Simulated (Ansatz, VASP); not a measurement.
**GaN in VASP and in Ansatz**

Contents of POSCAR:

```
GaN
1.0
    3.1215510000      0.0000000000      0.0000000000
   -1.5607760000      2.7033470000      0.0000000000
    0.0000000000      0.0000000000      5.0851720000
Ga N
2 2
Direct
    0.6667000000      0.3333000000      0.0000000000
    0.3334000000      0.6667000000      0.5000000000
    0.6667000000      0.3333000000      0.3770000000
    0.3334000000      0.6667000000      0.8770000000
```

Contents of INCAR.step1:

```
ALGO = Normal
EDIFF = 1E-4
ENCUT = 520
GGA = PE
ISMEAR = -5
LASPH = T
LCHARG = F
LREAL = F
LWAVE = T
NBANDS = 26
NELM = 60
PREC = Accurate
SIGMA = 0.1
```

Contents of INCAR.step2:

```
ALGO = Normal
EDIFF = 1E-6
ENCUT = 520
ISIF = 2
ISMEAR = -5
ISTART = 1
LASPH = T
LCHARG = T
LELF = T
LMIXTAU = T
LREAL = F
LVHAR = T
LWAVE = F
METAGGA = R2SCAN
NBANDS = 26
NELM = 60
PREC = Accurate
SIGMA = 0.1
```

The input KPOINTS:

```
k-points
0
Gamma
  7 7 4
```

Input for Ansatz:

```yaml
crystal:
  lattice:
    - [3.121551, 0.0, 0.0]
    - [-1.560776, 2.703347, 0.0]
    - [0.0, 0.0, 5.085172]
  atoms:
    - { symbol: Ga, position: [0.6667, 0.3333, 0.0] }
    - { symbol: Ga, position: [0.3334, 0.6667, 0.5] }
    - { symbol: "N", position: [0.6667, 0.3333, 0.377] }
    - { symbol: "N", position: [0.3334, 0.6667, 0.877] }
  symmetry: { tolerance: 0.0003 }
kpoints:
  mp_grid: { grid: [7, 7, 4], shift: [0, 0, 0] }
magnetization:
  spin_polarized: false
scf:
  occupations: { method: tetrahedron }
hamiltonian:
  pseudopotentials: { kind: paw }
  xc: r2scan
basis:
  ecutwfc: 500
output:
  forces: true
  stress: true
  eigenvalues: true
  write_density: true
  write_potential: true
  elf: true
  volumetric_format: npy
```

Alike in both runs: task single point; functional r2SCAN; k mesh 7 × 7 × 4; occupations tetrahedron; no spin polarisation.

```csv
,VASP,Ansatz
version,VASP 6.6.1,Ansatz 0.2.0
potentials or method,"VASP PAW PBE potentials, release 64 (Ga_d, N), cutoff 520 eV",PAW plane waves
valence electrons in the cell,36,36
```

```tsv
	VASP	Ansatz	Ansatz less VASP
gap on the k mesh at the Fermi level (eV)	2.75	2.76	+0.011
pressure (GPa)	14.3	13.0	-1.30
traceless stress, the component that is largest in VASP (GPa)	-0.40	-0.31	+0.091
rms of the force components (eV/Å)	0.020	0.019	-0.0008
```

VASP's potentials were made for PBE, not for r2SCAN. Atom by atom the forces differ by 0.002 eV/Å (rms over components). With one functional, cell and mesh, what is left measures potentials, basis and numerics. Ansatz's warnings: band table not solved further, structure snapped to symmetry, tetrahedron derivatives may miss energy slope.
